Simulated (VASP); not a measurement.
# SnTe (Pm-3m) in VASP: a series of runs

Aim: see how the results for SnTe move with the level of theory and the settings. Levels: PBEsol-based global hybrid with 25 % exact exchange, PBE0. Tasks: single point.

All numbers are computed with VASP 6.6.1; they aren't measurements. Logs are shortened: lines on timing, memory, paths and dates and some standing lists are left out, and cuts for length are marked.

### Step 1. The cell of the first run

Symmetry: Pm-3m, No. 221, cubic system. Conventional cell: a = 3.843 Å, b = 3.843 Å, c = 3.843 Å, α = 90.00°, β = 90.00°, γ = 90.00°. Te (site symmetry m-3m) has 8 Sn at 3.33 Å and 6 Te at 3.84 Å within 4.4 Å. Sn (site symmetry m-3m) has 8 Te at 3.33 Å and 6 Sn at 3.84 Å within 4.4 Å.

### Step 2. Single point, PBEsol-based global hybrid with 25 % exact exchange

File POSCAR:

```
SnTe
1.0
    3.8432902498      0.0000000000      0.0000000000
    0.0000000000      3.8432902498      0.0000000000
    0.0000000000      0.0000000000      3.8432902498
Te Sn
1 1
Direct
    0.5000000000      0.5000000000      0.5000000000
    0.0000000000      0.0000000000      0.0000000000
```

File INCAR.step1:

```
SYSTEM = SnTe
  PREC = Accurate
  ENCUT = 520
  EDIFF = 1E-5
  ISMEAR = -1
  SIGMA = 0.05
  LREAL = .FALSE.
  LASPH = .TRUE.
  NELM = 100
  ALGO = Normal
  ISIF = 2
  LWAVE = .TRUE.
  LCHARG = .FALSE.
  GGA = PE
  NBANDS = 17
```

File INCAR.step2:

```
SYSTEM = SnTe
  PREC = Accurate
  ENCUT = 520
  EDIFF = 1E-6
  ISMEAR = -1
  SIGMA = 0.05
  LREAL = .FALSE.
  LASPH = .TRUE.
  NELM = 100
  ALGO = Normal
  ISIF = 2
  LWAVE = .FALSE.
  LCHARG = .FALSE.
  GGA = PS
  LHFCALC = .TRUE.
  AEXX = 0.25
  PRECFOCK = Normal
  ISTART = 1
  NBANDS = 17
```

File KPOINTS:

```
Automatic mesh
0
G
  4 4 4
  0 0 0
```

Potentials or basis: VASP PAW PBE potentials, release 64 (Te, Sn_d).

Started as:

```bash
cat potpaw_PBE.64/Te/POTCAR potpaw_PBE.64/Sn_d/POTCAR > POTCAR
cp INCAR.step1 INCAR
mpirun -np 1 vasp_std > vasp.out
cp INCAR.step2 INCAR
mpirun -np 1 vasp_std > vasp.out
```

OUTCAR:

```text
SYSTEM = SnTe
   PREC = Accurate
   ENCUT = 520
   EDIFF = 1E-6
   ISMEAR = -1
   LREAL = .FALSE.
   LASPH = .TRUE.
   NELM = 100
   ISIF = 2
   GGA = PS
   LHFCALC = .TRUE.
   AEXX = 0.25
   PRECFOCK = Normal
   ISTART = 1

 ion  position               nearest neighbor table
   1  0.500  0.500  0.500-   2 3.33   2 3.33   2 3.33   2 3.33   2 3.33   2 3.33   2 3.33   2 3.33

   2  0.000  0.000  0.000-   1 3.33   1 3.33   1 3.33   1 3.33   1 3.33   1 3.33   1 3.33   1 3.33

  LATTYP: Found a simple cubic cell.
 ALAT       =     3.8432902498

  Lattice vectors:

 A1 = (   3.8432902498,   0.0000000000,   0.0000000000)
 A2 = (   0.0000000000,   3.8432902498,   0.0000000000)
 A3 = (   0.0000000000,   0.0000000000,   3.8432902498)

Analysis of symmetry for initial positions (statically):
=====================================================================
 Subroutine PRICEL returns:
 Original cell was already a primitive cell.

 Routine SETGRP: Setting up the symmetry group for a
 simple cubic supercell.

 Subroutine GETGRP returns: Found 48 space group operations
 (whereof 48 operations were pure point group operations)
 out of a pool of 48 trial point group operations.

The static configuration has the point symmetry O_h .

Analysis of symmetry for dynamics (positions and initial velocities):
=====================================================================
 Subroutine PRICEL returns:
 Original cell was already a primitive cell.

 Routine SETGRP: Setting up the symmetry group for a
 simple cubic supercell.

 Subroutine GETGRP returns: Found 48 space group operations
 (whereof 48 operations were pure point group operations)
 out of a pool of 48 trial point group operations.

The dynamic configuration has the point symmetry O_h .

 Subroutine INISYM returns: Found 48 space group operations
 (whereof 48 operations are pure point group operations),
 and found     1 'primitive' translations

----------------------------------------------------------------------------------------

                                     Primitive cell

  volume of cell :      56.7688

  direct lattice vectors                    reciprocal lattice vectors
     3.843290250  0.000000000  0.000000000     0.260193723  0.000000000  0.000000000
     0.000000000  3.843290250  0.000000000     0.000000000  0.260193723  0.000000000
     0.000000000  0.000000000  3.843290250     0.000000000  0.000000000  0.260193723

[... 74 lines left out ...]
   ISIF   =      2    stress and relaxation
   ISYM   =      3    0-nonsym 1-usesym 2-fastsym
   POTIM  = 0.5000    time-step for ionic-motion
   TEBEG  =    0.0;   TEEND  =   0.0 temperature during run
   PSTRESS=    0.0 pullay stress
   NELECT =      20.0000    total number of electrons
   NUPDOWN=      -1.0000    fix difference up-down
   EMIN   =  10.00;   EMAX   =-10.00  energy-range for DOS
   EFERMI =   0.00;   METHOD = LEGACY
   ISMEAR =    -1;   SIGMA  =   0.05  broadening in eV -4-tet -1-fermi 0-gaus
   EFERMI_NEDOS =   21; number of points for ismear=-14 and -15
   IALGO  =     38    algorithm
   IMIX   =      1    mixing-type and parameters
     AMIX     =   0.40;   BMIX     =  1.00
     AMIX_MAG =   1.60;   BMIX_MAG =  1.00
  volume/ion in A,a.u.               =      28.38       191.55
  Fermi-wavevector in a.u.,A,eV,Ry     =   1.156241  2.184978 18.189532  1.336893
  Thomas-Fermi vector in A             =   2.292863
   LORBIT       =      0    0 simple, 1 ext, 2 COOP (PROOUT), +10 PAW based schemes
   GGA     = PS    functional components
   LHFCALC =     T    Hartree Fock is set to
   PRECFOCK=normal    Normal, Fast or Accurate (Low or Medium for compatibility)
   ENCUT4O =  -1.0   cutoff for four orbital integrals eV
   NKREDX  =     1    reduce k-point grid by
   NKREDY  =     1    reduce k-point grid by
   NKREDZ  =     1    reduce k-point grid by
   AEXX    =    0.2500 exact exchange contribution
   HFSCREEN=    0.0000 screening length (either q_TF or 0.3 A-1)
   HFSCREENC=   0.0000 screening length for correlation (either q_TF or 0.3 A-1)
   ENCUTFOCK=  -1.0 apply spherical cutoff to Coloumb kernel
   IVDW    =     0    specifies the selected vdW correction
   LEPSILON=     F    determine dielectric tensor
   LRPA    =     F    only Hartree local field effects (RPA)
 non-spin polarized calculation
  energy-cutoff  :      520.00
  volume of cell :       56.77
 maximum number of plane-waves:      1568
 NGX is ok and might be reduce to    30
  NGX = 24; NGY = 24; NGZ = 24

 number of electron      20.0000002 magnetization

 Free energy of the ion-electron system (eV)
  ---------------------------------------------------
  ext. energy  EPLUGINS =         0.00000000
  ---------------------------------------------------
  free energy    TOTEN  =        -9.84060689 eV

  energy without entropy =       -9.82910128  energy(sigma->0) =       -9.83485408

 E-fermi :   7.2509     XC(G=0):  -8.0765

 val. band max:        7.0053482786   @ k =   0.5000   0.2500   0.2500
 cond. band min:       7.3038833468   @ k =   0.5000   0.2500   0.0000
 fundamental gap:      0.2985350682
 Fermi energy:         7.2508856367

 k-point     1 :       0.0000    0.0000    0.0000
  band No.  band energies     occupation
      1     -16.7667      2.00000
      2     -16.7667      2.00000
      3     -16.7262      2.00000
      4     -16.7262      2.00000
      5     -16.7262      2.00000
      6      -7.2214      2.00000
[... 177 lines left out ...]
      4     -16.7038      2.00000
      5     -16.7038      2.00000
      6      -4.1183      2.00000
[... 9 lines left out ...]
     16      23.2615      0.00000
     17      24.5195      0.00000

------------------------ aborting loop because EDIFF is reached ----------------------------------------

  FORCE on cell =-STRESS in cart. coord.  units (eV):
  Direction    XX          YY          ZZ          XY          YZ          ZX
  --------------------------------------------------------------------------------------
  -------------------------------------------------------------------------------------
  Total       -0.9217114     -0.9217114     -0.9217114      0.0000000     -0.0000000     -0.0000000
  in kB      -26.0133314    -26.0133314    -26.0133314      0.0000000     -0.0000000     -0.0000000
  external PRESSURE =     -26.0133314 kB  Pullay stress =       0.0000000 kB

 VOLUME and BASIS-vectors are now :
 -----------------------------------------------------------------------------
  energy-cutoff  :      520.00
  volume of cell :       56.77
      direct lattice vectors                 reciprocal lattice vectors
     3.843290250  0.000000000  0.000000000     0.260193723  0.000000000  0.000000000
     0.000000000  3.843290250  0.000000000     0.000000000  0.260193723  0.000000000
     0.000000000  0.000000000  3.843290250     0.000000000  0.000000000  0.260193723

 POSITION                                       TOTAL-FORCE (eV/Angst)
 -----------------------------------------------------------------------------------
      1.92165      1.92165      1.92165         0.000000      0.000000      0.000000
      0.00000      0.00000      0.00000         0.000000      0.000000      0.000000
 -----------------------------------------------------------------------------------
    total drift:                                0.000002      0.000008      0.000007

  FREE ENERGIE OF THE ION-ELECTRON SYSTEM (eV)
  ---------------------------------------------------
  free  energy   TOTEN  =        -9.8406068882 eV

  energy  without entropy=       -9.8291012816  energy(sigma->0) =       -9.83485408
```

OSZICAR.step1:

```text
N       E                     dE             d eps       ncg     rms          rms(c)
DAV:   1     0.123667041286E+03    0.12367E+03   -0.94957E+03   350   0.137E+03
DAV:   2     0.342246010036E+01   -0.12024E+03   -0.11704E+03   381   0.337E+02
DAV:   3    -0.669036523068E+01   -0.10113E+02   -0.10000E+02   405   0.850E+01
DAV:   4    -0.696754863589E+01   -0.27718E+00   -0.27614E+00   436   0.145E+01
DAV:   5    -0.697872090373E+01   -0.11172E-01   -0.11172E-01   474   0.279E+00    0.440E+00
DAV:   6    -0.691381328667E+01    0.64908E-01   -0.22470E-01   456   0.319E+00    0.283E+00
DAV:   7    -0.690928733729E+01    0.45259E-02   -0.21614E-02   393   0.923E-01    0.156E+00
DAV:   8    -0.690957384373E+01   -0.28651E-03   -0.56413E-03   373   0.372E-01    0.284E-01
DAV:   9    -0.690927426421E+01    0.29958E-03   -0.57853E-04   483   0.143E-01    0.172E-01
DAV:  10    -0.690926477898E+01    0.94852E-05   -0.12556E-04   383   0.644E-02    0.113E-02
DAV:  11    -0.690926267896E+01    0.21000E-05   -0.19751E-05   315   0.283E-02
   1 F= -.69092627E+01 E0= -.68983919E+01  d E =-.217415E-01
```

It took 11 min on 1 thread of Intel Xeon Platinum 8259CL at 2.50GHz (Skylake/Cascade Lake), shared host; peak memory 0.18 GiB.

Results:

```yaml
Free_energy: -9.8406 eV
Pressure: -2.6 GPa
Band_gap_on_the_k_mesh: zero (bands 10 and 11 overlap by 2.31 eV)
```

Levels at points of the mesh, in eV from the Fermi level:
| k point | band 6 | band 7 | band 8 | band 9 | band 10 | band 11 | band 12 | band 13 | band 14 | band 15 |
| --- | --- | --- | --- | --- | --- | --- | --- | --- | --- | --- |
| (0.00, 0.00, 0.00) | -14.47 | -5.91 | -2.53 | -2.53 | -2.53 | 4.30 | 4.30 | 6.92 | 6.92 | 6.92 |
| (0.50, 0.00, 0.00) | -13.04 | -9.74 | -0.72 | -0.72 | 0.58 | 0.89 | 3.04 | 3.04 | 6.25 | 7.25 |
| (0.50, 0.50, 0.00) | -12.03 | -7.39 | -6.11 | -6.11 | 0.64 | 4.60 | 5.02 | 5.02 | 6.95 | 8.42 |
| (0.50, 0.50, 0.50) | -11.37 | -5.89 | -3.85 | -3.85 | -3.85 | -1.67 | -1.67 | -1.67 | 16.01 | 16.01 |

Caveat: the k points lie up to 0.41 Å⁻¹ apart, too coarse for converged energies and pressures of a metal; the PAW data sets were made with another functional, which shifts forces and pressure a little; spin-orbit coupling is left out, which moves the levels of the heavy elements.

### Step 3. Single point, PBE0

This run uses another cell than the first one, of 29.38 Å³/atom.

File POSCAR:

```
SnTe
1.0
    3.8877892906      0.0000000000      0.0000000000
    0.0000000000      3.8877892906      0.0000000000
    0.0000000000      0.0000000000      3.8877892906
Te Sn
1 1
Direct
    0.5000000000      0.5000000000      0.5000000000
    0.0000000000      0.0000000000      0.0000000000
```

File INCAR.step1:

```
SYSTEM = SnTe
PREC = Accurate
ENCUT = 520
EDIFF = 1E-5
ISMEAR = -1
SIGMA = 0.05
LREAL = .FALSE.
LASPH = .TRUE.
NELM = 100
ALGO = Normal
ISIF = 2
LWAVE = .TRUE.
GGA = PE
NBANDS = 17
```

File INCAR.step2:

```
SYSTEM = SnTe
PREC = Accurate
ENCUT = 520
EDIFF = 1E-6
ISMEAR = -1
SIGMA = 0.05
LREAL = .FALSE.
LASPH = .TRUE.
NELM = 100
ALGO = Normal
ISIF = 2
LWAVE = .FALSE.
LCHARG = .TRUE.
GGA = PE
LHFCALC = .TRUE.
AEXX = 0.25
PRECFOCK = Normal
LELF = .TRUE.
LVHAR = .TRUE.
ISTART = 1
NBANDS = 17
```

File KPOINTS:

```
regular mesh
0
G
  4 4 4
  0 0 0
```

Potentials or basis: VASP PAW PBE potentials, release 64 (Te, Sn_d).

Started as:

```bash
cat potpaw_PBE.64/Te/POTCAR potpaw_PBE.64/Sn_d/POTCAR > POTCAR
cp INCAR.step1 INCAR
mpirun -np 1 vasp_std > vasp.out
cp INCAR.step2 INCAR
mpirun -np 1 vasp_std > vasp.out
```

Wall time 14 min (1 thread of Intel Xeon Platinum 8259CL at 2.50GHz (Skylake/Cascade Lake), shared host); peak memory 0.18 GiB.

The run converged. Its results:

```
Free energy            : -9.2876 eV
Pressure               : -0.3 GPa
Band gap on the k mesh : zero (bands 10 and 11 overlap by 2.19 eV)
```

Levels at points of the mesh, in eV from the Fermi level:
```tsv
k point	band 7	band 8	band 9	band 10	band 11	band 12	band 13	band 14
(0.00, 0.00, 0.00)	-6.24	-2.56	-2.56	-2.56	4.20	4.20	6.46	6.46
(0.50, 0.00, 0.00)	-9.80	-0.83	-0.83	0.31	0.63	2.73	2.73	6.20
(0.50, 0.50, 0.00)	-7.67	-6.01	-6.01	0.45	4.18	4.73	4.73	6.78
(0.50, 0.50, 0.50)	-6.34	-3.76	-3.76	-3.76	-1.74	-1.74	-1.74	15.51
```

Caveat: the k points lie up to 0.40 Å⁻¹ apart, too coarse for converged energies and pressures of a metal; the PAW data sets were made with another functional, which shifts forces and pressure a little; spin-orbit coupling is left out, which moves the levels of the heavy elements.

(Part 1 of 2 ends here.)
